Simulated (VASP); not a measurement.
# Sr (Fm-3m) in VASP: further runs

The runs below take Sr through single point, with HSE06.

All numbers are computed with VASP 6.6.1; they aren't measurements. Logs are shortened: lines on timing, memory, paths and dates and some standing lists are left out, and cuts for length are marked.

## Step 1: The cell of the first run

Symmetry: Fm-3m, No. 225, cubic system. The conventional cell has a = 6.085 Å, b = 6.085 Å, c = 6.085 Å, α = 90.00°, β = 90.00°, γ = 90.00°. Sr (site symmetry m-3m) has 12 Sr at 4.30 Å within 5.6 Å.

## Step 2: Single point, HSE06

POSCAR

```
Sr
1.0
    0.0000000000      3.0423500000      3.0423500000
    3.0423500000      0.0000000000      3.0423500000
    3.0423500000      3.0423500000      0.0000000000
Sr
1
Direct
    0.0000000000      0.0000000000      0.0000000000
```

INCAR.step1

```
SYSTEM = Sr
PREC = Accurate ; ENCUT = 520
EDIFF = 1E-5 ; ISMEAR = -1
SIGMA = 0.05 ; LREAL = .FALSE.
LASPH = .TRUE. ; NELM = 60
ALGO = Normal ; ISIF = 2
LWAVE = .TRUE. ; GGA = PE
NBANDS = 11
```

INCAR.step2

```
SYSTEM = Sr
PREC = Accurate ; ENCUT = 520
EDIFF = 1E-6 ; ISMEAR = -1
SIGMA = 0.05 ; LREAL = .FALSE.
LASPH = .TRUE. ; NELM = 60
ALGO = Normal ; ISIF = 2
LWAVE = .FALSE. ; LCHARG = .TRUE.
GGA = PE ; LHFCALC = .TRUE.
HFSCREEN = 0.2079 ; PRECFOCK = Normal
LELF = .TRUE. ; LVHAR = .TRUE.
ISTART = 1 ; NBANDS = 11
```

KPOINTS

```
Automatic mesh
0
G
  4 4 4
  0 0 0
```

Potentials or basis: VASP PAW PBE potentials, release 64 (Sr_sv).

Command:

```bash
$ cat potpaw_PBE.64/Sr_sv/POTCAR > POTCAR
$ cp INCAR.step1 INCAR
$ mpirun -np 1 vasp_std > vasp.out
$ cp INCAR.step2 INCAR
$ mpirun -np 1 vasp_std > vasp.out
```

OUTCAR:

```text
SYSTEM = Sr
   PREC = Accurate
   ENCUT = 520
   EDIFF = 1E-6
   ISMEAR = -1
   LREAL = .FALSE.
   LASPH = .TRUE.
   NELM = 60
   ISIF = 2
   GGA = PE
   LHFCALC = .TRUE.
   HFSCREEN = 0.2079
   PRECFOCK = Normal
   ISTART = 1

 ion  position               nearest neighbor table
   1  0.000  0.000  0.000-

  LATTYP: Found a face centered cubic cell.
 ALAT       =     6.0847000000

  Lattice vectors:

 A1 = (   0.0000000000,   3.0423500000,   3.0423500000)
 A2 = (   3.0423500000,   0.0000000000,   3.0423500000)
 A3 = (   3.0423500000,   3.0423500000,   0.0000000000)

Analysis of symmetry for initial positions (statically):
=====================================================================
 Subroutine PRICEL returns:
 Original cell was already a primitive cell.

 Routine SETGRP: Setting up the symmetry group for a
 face centered cubic supercell.

 Subroutine GETGRP returns: Found 48 space group operations
 (whereof 48 operations were pure point group operations)
 out of a pool of 48 trial point group operations.

The static configuration has the point symmetry O_h .

Analysis of symmetry for dynamics (positions and initial velocities):
=====================================================================
 Subroutine PRICEL returns:
 Original cell was already a primitive cell.

 Routine SETGRP: Setting up the symmetry group for a
 face centered cubic supercell.

 Subroutine GETGRP returns: Found 48 space group operations
 (whereof 48 operations were pure point group operations)
 out of a pool of 48 trial point group operations.

The dynamic configuration has the point symmetry O_h .

 Subroutine INISYM returns: Found 48 space group operations
 (whereof 48 operations are pure point group operations),
 and found     1 'primitive' translations

----------------------------------------------------------------------------------------

                                     Primitive cell

  volume of cell :      56.3193

  direct lattice vectors                    reciprocal lattice vectors
     0.000000000  3.042350000  3.042350000    -0.164346640  0.164346640  0.164346640
     3.042350000  0.000000000  3.042350000     0.164346640 -0.164346640  0.164346640
     3.042350000  3.042350000  0.000000000     0.164346640  0.164346640 -0.164346640

  length of vectors
     4.302532631  4.302532631  4.302532631     0.284656730  0.284656730  0.284656730

  position of ions in fractional coordinates (direct lattice)
     0.000000000  0.000000000  0.000000000

  ion indices of the primitive-cell ions
   primitive index   ion index
                 1           1

----------------------------------------------------------------------------------------

 KPOINTS: Automatic mesh

Automatic generation of k-mesh.
 Grid dimensions read from file:
 generate k-points for:    4    4    4

 Generating k-lattice:

  Cartesian coordinates                     Fractional coordinates (reciprocal lattice)
    -0.041086660  0.041086660  0.041086660     0.250000000  0.000000000  0.000000000
     0.041086660 -0.041086660  0.041086660     0.000000000  0.250000000  0.000000000
     0.041086660  0.041086660 -0.041086660     0.000000000  0.000000000  0.250000000

  Length of vectors
     0.071164183  0.071164183  0.071164183

  Shift w.r.t. Gamma in fractional coordinates (k-lattice)
     0.000000000  0.000000000  0.000000000

 Subroutine IBZKPT returns following result:
 ===========================================

 Found      8 irreducible k-points:

 Following reciprocal coordinates:
            Coordinates               Weight
  0.000000  0.000000  0.000000      1.000000
  0.250000  0.000000  0.000000      8.000000
  0.500000  0.000000  0.000000      4.000000
  0.250000  0.250000  0.000000      6.000000
  0.500000  0.250000  0.000000     24.000000
 -0.250000  0.250000  0.000000     12.000000
  0.500000  0.500000  0.000000      3.000000
 -0.250000  0.500000  0.250000      6.000000
   k-points           NKPTS =      8   k-points in BZ     NKDIM =     64   number of bands    NBANDS=     11
   number of dos      NEDOS =    301   number of ions     NIONS =      1
   total plane-waves  NPLWV =  32768
   dimension x,y,z NGX =    32 NGY =   32 NGZ =   32
   dimension x,y,z NGXF=    64 NGYF=   64 NGZF=   64
   ions per type =               1
   NGX,Y,Z   is equivalent  to a cutoff of  12.36, 12.36, 12.36 a.u.
   NGXF,Y,Z  is equivalent  to a cutoff of  24.73, 24.73, 24.73 a.u.
 SYSTEM =  Sr
   PREC   = accura    normal or accurate (medium, high low for compatibility)
   ISTART =      1    job   : 0-new  1-cont  2-samecut
   ICHARG =      0    charge: 1-file 2-atom 10-const
   ISPIN  =      1    spin polarized calculation?
   LNONCOLLINEAR =      F non collinear calculations
   LSORBIT =      F    spin-orbit coupling
   LASPH  =      T    aspherical Exc in radial PAW
   ENCUT  =  520.0 eV  38.22 Ry    6.18 a.u.   8.00  8.00  8.00*2*pi/ulx,y,z
   NELM   =     60;   NELMIN=  2; NELMDL=  0     # of ELM steps
   EDIFF  = 0.1E-05   stopping-criterion for ELM
   LREAL  =      F    real-space projection
   EDIFFG = 0.1E-04   stopping-criterion for IOM
   NSW    =      0    number of steps for IOM
   IBRION =     -1    ionic relax: 0-MD 1-quasi-New 2-CG
   NFREE  =      0    steps in history (QN), initial steepest desc. (CG)
   ISIF   =      2    stress and relaxation
   ISYM   =      3    0-nonsym 1-usesym 2-fastsym
   POTIM  = 0.5000    time-step for ionic-motion
   TEBEG  =    0.0;   TEEND  =   0.0 temperature during run
   PSTRESS=    0.0 pullay stress
   NELECT =      10.0000    total number of electrons
   NUPDOWN=      -1.0000    fix difference up-down
   EMIN   =  10.00;   EMAX   =-10.00  energy-range for DOS
   EFERMI =   0.00;   METHOD = LEGACY
   ISMEAR =    -1;   SIGMA  =   0.05  broadening in eV -4-tet -1-fermi 0-gaus
   EFERMI_NEDOS =   21; number of points for ismear=-14 and -15
   IALGO  =     38    algorithm
   IMIX   =      1    mixing-type and parameters
     AMIX     =   0.40;   BMIX     =  1.00
     AMIX_MAG =   1.60;   BMIX_MAG =  1.00
  volume/ion in A,a.u.               =      56.32       380.06
  Fermi-wavevector in a.u.,A,eV,Ry     =   0.920144  1.738819 11.519569  0.846664
  Thomas-Fermi vector in A             =   2.045416
   LORBIT       =      0    0 simple, 1 ext, 2 COOP (PROOUT), +10 PAW based schemes
   GGA     = PE    functional components
   LHFCALC =     T    Hartree Fock is set to
   PRECFOCK=normal    Normal, Fast or Accurate (Low or Medium for compatibility)
   ENCUT4O =  -1.0   cutoff for four orbital integrals eV
   NKREDX  =     1    reduce k-point grid by
   NKREDY  =     1    reduce k-point grid by
   NKREDZ  =     1    reduce k-point grid by
   AEXX    =    0.2500 exact exchange contribution
   HFSCREEN=    0.2079 screening length (either q_TF or 0.3 A-1)
   HFSCREENC=   0.2079 screening length for correlation (either q_TF or 0.3 A-1)
   ENCUTFOCK=  -1.0 apply spherical cutoff to Coloumb kernel
   IVDW    =     0    specifies the selected vdW correction
   LEPSILON=     F    determine dielectric tensor
   LRPA    =     F    only Hartree local field effects (RPA)
 non-spin polarized calculation
  energy-cutoff  :      520.00
  volume of cell :       56.32
 maximum number of plane-waves:      1540
  NGX = 24; NGY = 24; NGZ = 24

 number of electron      10.0000000 magnetization

 Free energy of the ion-electron system (eV)
  ---------------------------------------------------
  ext. energy  EPLUGINS =         0.00000000
  ---------------------------------------------------
  free energy    TOTEN  =        -1.67916601 eV

  energy without entropy =       -1.67279910  energy(sigma->0) =       -1.67598256

 E-fermi :   1.6657     XC(G=0):  -6.1574

 val. band max:        1.4020287008   @ k =   0.5000   0.0000   0.0000
 cond. band min:       1.7001809215   @ k =  -0.2500   0.5000   0.2500
 fundamental gap:      0.2981522206
 Fermi energy:         1.6657351875

 k-point     1 :       0.0000    0.0000    0.0000
  band No.  band energies     occupation
      1     -38.1471      2.00000
      2     -18.7374      2.00000
      3     -18.7374      2.00000
      4     -18.7374      2.00000
      5      -2.7540      2.00000
      6       4.4324      0.00000
      7       4.4324      0.00000
      8       4.4324      0.00000
      9       5.9720      0.00000
     10       5.9720      0.00000
     11       9.0378      0.00000

 k-point     2 :       0.2500    0.0000    0.0000
  band No.  band energies     occupation
      1     -38.1405      2.00000
      2     -18.8360      2.00000
      3     -18.7502      2.00000
      4     -18.7502      2.00000
      5      -1.6699      2.00000
      6       3.1639      0.00000
      7       4.5733      0.00000
      8       4.5733      0.00000
      9       5.8986      0.00000
     10       5.8986      0.00000
     11       8.7166      0.00000

 k-point     3 :       0.5000    0.0000    0.0000
  band No.  band energies     occupation
      1     -38.1339      2.00000
      2     -18.9303      2.00000
      3     -18.7631      2.00000
      4     -18.7631      2.00000
      5       0.4008      2.00000
      6       1.4020      1.98981
      7       4.2391      0.00000
      8       4.2391      0.00000
      9       7.0652      0.00000
     10       7.0652      0.00000
     11       7.6948      0.00000

 k-point     4 :       0.2500    0.2500    0.0000
  band No.  band energies     occupation
      1     -38.1383      2.00000
      2     -18.8320      2.00000
      3     -18.7715      2.00000
      4     -18.7715      2.00000
      5      -1.3287      2.00000
      6       3.1101      0.00000
      7       4.0941      0.00000
      8       5.0750      0.00000
      9       5.0750      0.00000
     10       6.4637      0.00000
     11      10.5878      0.00000

 k-point     5 :       0.5000    0.2500    0.0000
  band No.  band energies     occupation
      1     -38.1318      2.00000
      2     -18.8958      2.00000
      3     -18.8123      2.00000
      4     -18.7844      2.00000
      5       0.6365      2.00000
      6       2.0355      0.00123
      7       3.1331      0.00000
      8       5.0308      0.00000
      9       6.2054      0.00000
     10       7.1625      0.00000
     11       7.5029      0.00000

 k-point     6 :      -0.2500    0.2500    0.0000
  band No.  band energies     occupation
      1     -38.1339      2.00000
      2     -18.8763      2.00000
      3     -18.8161      2.00000
      4     -18.7631      2.00000
      5      -0.0934      2.00000
      6       2.6732      0.00000
      7       3.0895      0.00000
      8       4.8676      0.00000
      9       5.7485      0.00000
     10       7.2506      0.00000
     11       8.0142      0.00000

 k-point     7 :       0.5000    0.5000    0.0000
  band No.  band energies     occupation
      1     -38.1297      2.00000
      2     -18.9149      2.00000
      3     -18.8057      2.00000
      4     -18.8057      2.00000
      5       0.9178      2.00000
      6       2.2900      0.00001
      7       2.5805      0.00000
      8       7.0727      0.00000
      9       7.1278      0.00000
     10       7.3877      0.00000
     11       7.3877      0.00000

 k-point     8 :      -0.2500    0.5000    0.2500
  band No.  band energies     occupation
      1     -38.1296      2.00000
      2     -18.8605      2.00000
      3     -18.8605      2.00000
      4     -18.8090      2.00000
      5       1.7002      0.66855
      6       2.3742      0.00000
      7       2.3742      0.00000
      8       4.0727      0.00000
      9       7.3935      0.00000
     10       7.4360      0.00000
     11       7.5310      0.00000

------------------------ aborting loop because EDIFF is reached ----------------------------------------

  FORCE on cell =-STRESS in cart. coord.  units (eV):
  Direction    XX          YY          ZZ          XY          YZ          ZX
  --------------------------------------------------------------------------------------
  -------------------------------------------------------------------------------------
  Total        0.1385652      0.1385652      0.1385652     -0.0000000     -0.0000000     -0.0000000
  in kB        3.9419146      3.9419146      3.9419146     -0.0000000     -0.0000000     -0.0000000
  external PRESSURE =       3.9419146 kB  Pullay stress =       0.0000000 kB

 VOLUME and BASIS-vectors are now :
 -----------------------------------------------------------------------------
  energy-cutoff  :      520.00
  volume of cell :       56.32
      direct lattice vectors                 reciprocal lattice vectors
     0.000000000  3.042350000  3.042350000    -0.164346640  0.164346640  0.164346640
     3.042350000  0.000000000  3.042350000     0.164346640 -0.164346640  0.164346640
     3.042350000  3.042350000  0.000000000     0.164346640  0.164346640 -0.164346640

 POSITION                                       TOTAL-FORCE (eV/Angst)
 -----------------------------------------------------------------------------------
      0.00000      0.00000      0.00000         0.000000     -0.000000     -0.000000
 -----------------------------------------------------------------------------------
    total drift:                                0.000000      0.000000      0.000000

  FREE ENERGIE OF THE ION-ELECTRON SYSTEM (eV)
  ---------------------------------------------------
  free  energy   TOTEN  =        -1.6791660134 eV

  energy  without entropy=       -1.6727991016  energy(sigma->0) =       -1.67598256
```

Run time: 2 min. Hardware: 1 thread of Intel Xeon Platinum 8488C (Sapphire Rapids), shared host; peak memory 0.27 GiB.

What came out:

* Free energy: -1.6792 eV
* Pressure: 0.4 GPa
* Band gap on the k mesh: zero (band 5 reaches 1.70 eV, above the bottom of band 6 at 1.40 eV)

Levels at points of the mesh, in eV from the Fermi level:
```
           k point  band 1  band 2  band 3  band 4  band 5  band 6  band 7  band 8  band 9  band 10
(0.00, 0.00, 0.00)  -39.81  -20.40  -20.40  -20.40   -4.42    2.77    2.77    2.77    4.31     4.31
(0.50, 0.00, 0.00)  -39.80  -20.60  -20.43  -20.43   -1.26   -0.26    2.57    2.57    5.40     5.40
(0.50, 0.50, 0.00)  -39.80  -20.58  -20.47  -20.47   -0.75    0.62    0.91    5.41    5.46     5.72
```

Caveat: the k points lie up to 0.45 Å⁻¹ apart; the PAW data sets were made with another functional, which shifts forces and pressure a little.

(Part 1 of 2 ends here.)
